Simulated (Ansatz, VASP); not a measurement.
## Two plane-wave programs on Ge

File INCAR:

```
SYSTEM = Ge
PREC     = Accurate       ! precision mode
ENCUT    = 520            ! plane-wave cutoff, eV
EDIFF    = 1E-7           ! SCF threshold, eV
ISMEAR   = 0              ! smearing method
SIGMA    = 0.15           ! smearing width, eV
LREAL    = .False.        ! projectors in reciprocal space
LASPH    = .True.         ! aspherical terms in the spheres
NELM     = 80             ! most SCF steps
ALGO     = Fast           ! electronic algorithm
ISIF     = 2              ! what is computed and relaxed
LWAVE    = .False.        ! write WAVECAR
LCHARG   = .True.         ! write CHGCAR
GGA      = PS             ! functional
LELF     = .True.         ! ELF
LVHAR    = .True.       
NBANDS   = 21             ! bands
```

File KPOINTS:

```
Automatic mesh
0
Gamma
  24 24 24
  0 0 0
```

File POSCAR:

```
Ge
1.0
   -2.6599045749      2.4660329089      1.3967991573
    2.6599045749     -2.4660329089      1.3967991573
    2.6599045749      2.4660329089     -1.3967991573
Ge
2
Direct
    0.1246462076      0.8746462076      0.2500000000
    0.8753537924      0.1253537924      0.7500000000
```

Input for Ansatz:

```yaml
crystal:
  lattice:
    - [-2.6599045749, 2.4660329089, 1.3967991573]
    - [2.6599045749, -2.4660329089, 1.3967991573]
    - [2.6599045749, 2.4660329089, -1.3967991573]
  atoms:
    - { symbol: Ge, position: [0.1246462076, 0.8746462076, 0.25] }
    - { symbol: Ge, position: [0.8753537924, 0.1253537924, 0.75] }
basis:
  ecutwfc: 420
kpoints:
  mp_grid: { grid: [24, 24, 24] }
hamiltonian:
  xc: pbesol
scf:
  occupations: { method: gaussian, width: 0.15 }
output:
  forces: true
  stress: true
  eigenvalues: true
```

Change from the starting cell: strain +0.0375 x Voigt [1, -1, 0, 0, 0, 0], atoms carried along.

Alike in both runs: task single point; functional PBEsol; k mesh 24 × 24 × 24; occupations gaussian, width 0.15 eV; no spin polarisation.

|  | VASP | Ansatz |
| --- | --- | --- |
| version | VASP 6.6.1 | Ansatz 0.2.0 |
| potentials or method | VASP PAW PBE potentials, release 64 (Ge_d), cutoff 520 eV | scalar-relativistic, plane waves, PAW |
| valence electrons in the cell | 28 | 28 |

Ansatz gave:

```
gap on the k mesh at the Fermi level (eV)                     : none
pressure (GPa)                                                : 0.7
traceless stress, the component that is largest in VASP (GPa) : -6.24
rms of the force components (eV/Å)                            : 0.118
```

Problem. Estimate VASP's values.

Solution. gap on the k mesh at the Fermi level (eV): none; pressure (GPa): 0.4; traceless stress, the component that is largest in VASP (GPa): -6.24; rms of the force components (eV/Å): 0.118.

VASP's potentials were made for PBE, not for PBEsol. Atom by atom the forces differ by 0.001 eV/Å (rms over components). A gap of «none» marks a metal or a gap that the smearing closes. With one functional, cell and mesh, what is left measures potentials, basis and numerics.
